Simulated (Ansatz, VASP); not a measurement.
# ScAl3 in VASP and in Ansatz

```
CELL_PARAMETERS angstrom
4.22853 0.00000 0.00000
0.00000 3.94254 0.00000
0.00000 0.00000 4.08554
ATOMIC_POSITIONS crystal
Sc 0.00000 0.00000 0.00000
Al 0.50000 0.00000 0.50000
Al 0.00000 0.50000 0.50000
Al 0.50000 0.50000 0.00000
```

Change from the starting cell: strain +0.0350 x Voigt [1, -1, 0, 0, 0, 0], atoms carried along.

Alike in both runs: task single point; functional r2SCAN; k mesh 12 × 12 × 12; occupations gaussian, width 0.15 eV; no spin polarisation.

```csv
,VASP,Ansatz
version,VASP 6.6.1,Ansatz 0.2.0
potentials or method,"VASP PAW PBE potentials, release 64 (Sc_sv, Al), cutoff 520 eV","scalar-relativistic, plane waves, PAW"
valence electrons in the cell,20,20
```

```csv
,VASP,Ansatz,Ansatz less VASP
gap on the k mesh at the Fermi level (eV),none,none,-
pressure (GPa),0.4,0.4,+0.01
"traceless stress, the component that is largest in VASP (GPa)",-5.56,-5.56,+0.001
```

VASP's potentials were made for PBE, not for r2SCAN. A gap of «none» marks a metal or a gap that the smearing closes.
